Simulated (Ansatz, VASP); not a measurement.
# TiB2 in VASP and in Ansatz

Contents of INCAR:

```
PREC = Accurate ; ENCUT = 520
EDIFF = 1E-7 ; ISMEAR = 0
SIGMA = 0.15 ; LREAL = F
LASPH = T ; NELM = 80
ALGO = Normal ; ISIF = 2
LWAVE = F ; LCHARG = F
GGA = PE ; NBANDS = 37
```

The input KPOINTS:

```
regular mesh
0
Gamma
  15 15 4
```

File POSCAR:

```
TiB2
1.0
   -1.5160209380     -2.6258252899      0.0000000000
    1.5160209380     -2.6258252899      0.0000000000
   -0.1516020938     -0.2625825290     11.1702647790
Ti B
3 6
Direct
   -0.0793557573      0.0000000000      0.7935575732
   -0.0216414299      0.0000000000      0.2164142992
   -0.0504985936      0.0000000000      0.5049859362
    0.6594538186      0.6666666667      0.0721284807
    0.6305966549      0.6666666667      0.3607001177
    0.6017394912      0.6666666667      0.6492717547
    0.3261204853      0.3333333333      0.0721284807
    0.2972633216      0.3333333333      0.3607001177
    0.2684061579      0.3333333333      0.6492717547
```

Input for Ansatz:

```yaml
crystal:
  lattice:
    - [-1.516020938, -2.6258252899, 0.0]
    - [1.516020938, -2.6258252899, 0.0]
    - [-0.1516020938, -0.262582529, 11.170264779]
  atoms:
    - { symbol: Ti, position: [-0.0793557573, 0.0, 0.7935575732] }
    - { symbol: Ti, position: [-0.0216414299, 0.0, 0.2164142992] }
    - { symbol: Ti, position: [-0.0504985936, 0.0, 0.5049859362] }
    - { symbol: B, position: [0.6594538186, 0.6666666667, 0.0721284807] }
    - { symbol: B, position: [0.6305966549, 0.6666666667, 0.3607001177] }
    - { symbol: B, position: [0.6017394912, 0.6666666667, 0.6492717547] }
    - { symbol: B, position: [0.3261204853, 0.3333333333, 0.0721284807] }
    - { symbol: B, position: [0.2972633216, 0.3333333333, 0.3607001177] }
    - { symbol: B, position: [0.2684061579, 0.3333333333, 0.6492717547] }
basis:
  ecutwfc: 520.0
kpoints:
  mp_grid: { grid: [15, 15, 4] }
hamiltonian:
  xc: pbe
scf:
  occupations: { method: gaussian, width: 0.15 }
output:
  forces: true
  stress: true
  eigenvalues: true
```

Alike in both runs: task single point; functional PBE; k mesh 15 × 15 × 4; occupations gaussian, width 0.15 eV; no spin polarisation.

|  | VASP | Ansatz |
| --- | --- | --- |
| version | VASP 6.6.1 | Ansatz 0.2.0 |
| potentials or method | VASP PAW PBE potentials, release 64 (Ti_sv, B), cutoff 520 eV | scalar-relativistic, plane waves, PAW |
| valence electrons in the cell | 54 | 54 |

Ansatz gave:

| Item | Value |
| --- | --- |
| gap on the k mesh at the Fermi level (eV) | none |
| pressure (GPa) | -5.8 |
| traceless stress, the component that is largest in VASP (GPa) | -7.84 |
| rms of the force components (eV/Å) | 0.273 |

Estimate VASP's values.

gap on the k mesh at the Fermi level (eV): none; pressure (GPa): -5.6; traceless stress, the component that is largest in VASP (GPa): -7.83; rms of the force components (eV/Å): 0.275.

Atom by atom the forces differ by 0.004 eV/Å (rms over components). A gap of «none» marks a metal or a gap that the smearing closes. The functional is the same, so the differences come from potentials, cutoffs and numerics.
